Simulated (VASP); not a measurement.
# Mo (C2/m) in VASP: single point with PBE

Aim: the single point of Mo with PBE.

Everything below comes from runs of VASP 6.6.1. Logs are shortened: lines on timing, memory, paths and dates and some standing lists are left out, and cuts for length are marked.

## 1. The cell of the first run

The structure is monoclinic, space group C2/m (No. 12). Conventional cell: a = 3.728 Å, b = 4.002 Å, c = 2.415 Å, α = 90.00°, β = 125.70°, γ = 90.00°. Mo (site symmetry 2/m) has 12 Mo at 2.41 to 3.04 Å within 3.2 Å.

## 2. Single point, PBE (engineering shear strain xz -0.2200, normal strain along z -0.0750)

Contents of INCAR:

```
ALGO = Fast ; EDIFF = 1E-6
ENCUT = 520 ; GGA = PE
ISIF = 2 ; ISMEAR = 0
LASPH = T ; LCHARG = F
LREAL = F ; LWAVE = F
NBANDS = 13 ; NELM = 100
PREC = Accurate ; SIGMA = 0.15
```

Contents of KPOINTS:

```
k-points
0
Gamma
  20 20 20
```

Contents of POSCAR:

```
Mo
1.0
   -0.2201130824      2.0010280217      1.8509509201
    1.7809149393      0.0000000000      1.6308378377
    2.0010280217      2.0010280217     -0.2201130824
Mo
1
Direct
    0.0000000000      0.0000000000      0.0000000000
```

Potentials or basis: VASP PAW PBE potentials, release 64 (Mo_sv).

On the command line:

```bash
$ cat potpaw_PBE.64/Mo_sv/POTCAR > POTCAR
$ mpirun -np 1 vasp_std > vasp.out
```

OUTCAR:

```text
EDIFF = 1E-6
   ENCUT = 520
   GGA = PE
   ISIF = 2
   ISMEAR = 0
   LASPH = T
   LREAL = F
   NELM = 100
   PREC = Accurate

 ion  position               nearest neighbor table
   1  0.000  0.000  0.000-

  LATTYP: Found a base centered monoclinic cell.
 ALAT       =     3.7279855567
 B/A-ratio  =     1.0735170463
 C/A-ratio  =     0.6477510143
 COS(beta)  =    -0.5835352296

  Lattice vectors:

 A1 = (   0.2201130824,  -2.0010280217,  -1.8509509201)
 A2 = (   0.2201130824,   2.0010280217,  -1.8509509201)
 A3 = (   1.7809149393,   0.0000000000,   1.6308378377)

Analysis of symmetry for initial positions (statically):
=====================================================================
 Subroutine PRICEL returns:
 Original cell was already a primitive cell.

 Routine SETGRP: Setting up the symmetry group for a
 base centered monoclinic supercell.

 Subroutine GETGRP returns: Found  4 space group operations
 (whereof  4 operations were pure point group operations)
 out of a pool of  4 trial point group operations.

The static configuration has the point symmetry C_2h.

Analysis of symmetry for dynamics (positions and initial velocities):
=====================================================================
 Subroutine PRICEL returns:
 Original cell was already a primitive cell.

 Routine SETGRP: Setting up the symmetry group for a
 base centered monoclinic supercell.

 Subroutine GETGRP returns: Found  4 space group operations
 (whereof  4 operations were pure point group operations)
 out of a pool of  4 trial point group operations.

The dynamic configuration has the point symmetry C_2h.

 Subroutine INISYM returns: Found  4 space group operations
 (whereof  4 operations are pure point group operations),
 and found     1 'primitive' translations

----------------------------------------------------------------------------------------

                                     Primitive cell

  volume of cell :      14.6289

  direct lattice vectors                    reciprocal lattice vectors
    -0.220113082  2.001028022  1.850950920    -0.223075172  0.249871563  0.243603562
     1.780914939  0.000000000  1.630837838     0.283291782 -0.249871563  0.303820172
     2.001028022  2.001028022 -0.220113082     0.223075172  0.249871563 -0.243603562

  length of vectors
     2.734699658  2.414806426  2.838428448     0.414175115  0.484764612  0.414175115
[... 85 lines left out ...]
   ISIF   =      2    stress and relaxation
   ISYM   =      2    0-nonsym 1-usesym 2-fastsym
   POTIM  = 0.5000    time-step for ionic-motion
   TEBEG  =    0.0;   TEEND  =   0.0 temperature during run
   PSTRESS=    0.0 pullay stress
   NELECT =      14.0000    total number of electrons
   NUPDOWN=      -1.0000    fix difference up-down
   EMIN   =  10.00;   EMAX   =-10.00  energy-range for DOS
   EFERMI =   0.00;   METHOD = LEGACY
   ISMEAR =     0;   SIGMA  =   0.15  broadening in eV -4-tet -1-fermi 0-gaus
   EFERMI_NEDOS =   21; number of points for ismear=-14 and -15
   IALGO  =     68    algorithm
   IMIX   =      4    mixing-type and parameters
     AMIX     =   0.40;   BMIX     =  1.00
     AMIX_MAG =   1.60;   BMIX_MAG =  1.00
  volume/ion in A,a.u.               =      14.63        98.72
  Fermi-wavevector in a.u.,A,eV,Ry     =   1.613293  3.048682 35.412082  2.602715
  Thomas-Fermi vector in A             =   2.708386
   LORBIT       =      0    0 simple, 1 ext, 2 COOP (PROOUT), +10 PAW based schemes
   GGA     = PE    functional components
   LHFCALC =     F    Hartree Fock is set to
   AEXX    =    0.0000 exact exchange contribution
   IVDW    =     0    specifies the selected vdW correction
   LEPSILON=     F    determine dielectric tensor
   LRPA    =     F    only Hartree local field effects (RPA)
 non-spin polarized calculation
 RMM-DIIS sequential band-by-band and
 Gauss-broadening in eV      SIGMA  =   0.15
  energy-cutoff  :      520.00
  volume of cell :       14.63
 maximum number of plane-waves:       410
   NGX = 11   NGY =  9   NGZ = 11

 number of electron      13.9999999 magnetization

 Free energy of the ion-electron system (eV)
  ---------------------------------------------------
  ext. energy  EPLUGINS =         0.00000000
  ---------------------------------------------------
  free energy    TOTEN  =       -10.30475000 eV

  energy without entropy =      -10.29512500  energy(sigma->0) =      -10.29993750

 E-fermi :  13.6286     XC(G=0): -13.7151

 val. band max:       13.6279073210   @ k =  -0.4000   0.2500   0.1000
 cond. band min:      13.6289314529   @ k =  -0.0000   0.3500   0.3000
 fundamental gap:      0.0010241319
 Fermi energy:        13.6285686366

 k-point     1 :       0.0000    0.0000    0.0000
  band No.  band energies     occupation
      1     -47.6165      2.00000
      2     -20.9354      2.00000
      3     -20.7739      2.00000
      4     -20.0292      2.00000
      5       6.3313      2.00000
      6      10.6519      2.00000
      7      10.8373      2.00000
      8      14.9993      0.00000
      9      15.3585      0.00000
     10      16.5228      0.00000
     11      26.2978      0.00000
     12      29.9737      0.00000
     13      31.6945      0.00000
[... 354 lines left out ...]
  band No.  band energies     occupation
      1     -47.4007      2.00000
      2     -22.1958      2.00000
      3     -20.8820      2.00000
      4     -20.2390      2.00000
      5       8.4779      2.00000
      6      10.5973      2.00000
      7      13.0453      2.00000
      8      14.7307      0.00000
      9      16.1376      0.00000
     10      18.4056      0.00000
     11      24.7122      0.00000
     12      28.0046      0.00000
     13      32.7696      0.00000

 [... further k-points ...]

------------------------ aborting loop because EDIFF is reached ----------------------------------------

  FORCE on cell =-STRESS in cart. coord.  units (eV):
  Direction    XX          YY          ZZ          XY          YZ          ZX
  --------------------------------------------------------------------------------------
  -------------------------------------------------------------------------------------
  Total        3.6495842      3.1784199      2.7897847      0.0000000      0.0000000      2.2326135
  in kB      399.7065396    348.1041024    305.5403339      0.0000000      0.0000000    244.5183307
  external PRESSURE =     351.1169920 kB  Pullay stress =       0.0000000 kB

 VOLUME and BASIS-vectors are now :
 -----------------------------------------------------------------------------
  energy-cutoff  :      520.00
  volume of cell :       14.63
      direct lattice vectors                 reciprocal lattice vectors
    -0.220113082  2.001028022  1.850950920    -0.223075172  0.249871563  0.243603562
     1.780914939  0.000000000  1.630837838     0.283291782 -0.249871563  0.303820172
     2.001028022  2.001028022 -0.220113082     0.223075172  0.249871563 -0.243603562

 POSITION                                       TOTAL-FORCE (eV/Angst)
 -----------------------------------------------------------------------------------
      0.00000      0.00000      0.00000        -0.000000     -0.000000     -0.000000
 -----------------------------------------------------------------------------------
    total drift:                                0.000000      0.000000      0.000000

  FREE ENERGIE OF THE ION-ELECTRON SYSTEM (eV)
  ---------------------------------------------------
  free  energy   TOTEN  =       -10.3047500009 eV

  energy  without entropy=      -10.2951249980  energy(sigma->0) =      -10.29993750
```

OSZICAR:

```text
N       E                     dE             d eps       ncg     rms          rms(c)
DAV:   1     0.935899772507E+02    0.93590E+02   -0.81007E+03 55564   0.112E+03
DAV:   2    -0.964426137166E+01   -0.10323E+03   -0.99218E+02 63132   0.314E+02
DAV:   3    -0.107886518218E+02   -0.11444E+01   -0.11407E+01 61087   0.330E+01
DAV:   4    -0.107912282545E+02   -0.25764E-02   -0.25763E-02 60822   0.189E+00
DAV:   5    -0.107912442669E+02   -0.16012E-04   -0.16012E-04 61832   0.133E-01    0.179E+01
RMM:   6    -0.103756146640E+02    0.41563E+00   -0.46087E-01 54969   0.655E+00    0.665E+00
RMM:   7    -0.103072518177E+02    0.68363E-01   -0.17156E-01 56451   0.400E+00    0.704E-01
RMM:   8    -0.103048048463E+02    0.24470E-02   -0.10335E-02 62163   0.113E+00    0.135E-01
RMM:   9    -0.103047532638E+02    0.51582E-04   -0.11729E-03 63233   0.391E-01    0.812E-02
RMM:  10    -0.103047541639E+02   -0.90004E-06   -0.13293E-04 64226   0.144E-01    0.155E-02
RMM:  11    -0.103047511866E+02    0.29773E-05   -0.30813E-05 63696   0.651E-02    0.759E-03
RMM:  12    -0.103047499545E+02    0.12321E-05   -0.58057E-06 57874   0.284E-02    0.123E-03
RMM:  13    -0.103047500009E+02   -0.46421E-07   -0.92936E-07 37873   0.880E-03
   1 F= -.10304750E+02 E0= -.10299937E+02  d E =-.962500E-02
```

stdout:

```text
POSCAR found type information on POSCAR Mo
 POSCAR found :  1 types and       1 ions
 scaLAPACK will be used
 LDA part: xc-table for (Slater+PW92), standard interpolation
 POSCAR, INCAR and KPOINTS ok, starting setup
 FFT: planning ... GRIDC
 FFT: planning ... GRID_SOFT
 FFT: planning ... GRID
 WAVECAR not read
 entering main loop
```

Run time: 3.2 min. Hardware: 1 thread of Intel Xeon Platinum 8488C (Sapphire Rapids), shared host; peak memory 0.46 GiB.

What came out:

- Free energy: -10.3048 eV
- Pressure: 35.1 GPa
- Band gap on the k mesh: zero (bands 7 and 8 overlap by 4.89 eV)

Stress tensor (GPa, compression positive):
```
39.97  0.00 24.45
 0.00 34.81  0.00
24.45  0.00 30.55
```

Caveat: the cell differs from its parent crystal (engineering shear strain xz -0.2200, normal strain along z -0.0750); the cell stands under pressure.
